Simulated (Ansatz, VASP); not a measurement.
## Two plane-wave programs on ZrB2

```
CELL_PARAMETERS angstrom
3.10120 0.00000 0.00000
-1.55060 2.68572 0.00000
0.00000 0.00000 3.66330
ATOMIC_POSITIONS crystal
Zr 0.00000 0.00000 0.00000
B 0.33333 0.66667 0.50000
B 0.66667 0.33333 0.50000
```

Alike in both runs: task single point; functional LDA; k mesh 15 × 15 × 12; occupations gaussian, width 0.15 eV; no spin polarisation.

```csv
,VASP,Ansatz
version,VASP 6.6.1,Ansatz 0.2.0
potentials or method,"VASP PAW LDA potentials, release 64 (Zr_sv, B), cutoff 520 eV","scalar-relativistic, plane waves, PAW"
valence electrons in the cell,18,18
```

Ansatz gave:

* gap on the k mesh at the Fermi level (eV): none
* pressure (GPa): -5.9
* traceless stress, the component that is largest in VASP (GPa): -12.99

What did VASP give for the same quantities?

gap on the k mesh at the Fermi level (eV): none; pressure (GPa): -5.5; traceless stress, the component that is largest in VASP (GPa): -12.96.

LDA's correlation is that of Perdew and Zunger in VASP and of Perdew and Wang (1992) in Ansatz. A gap of «none» marks a metal or a gap that the smearing closes.
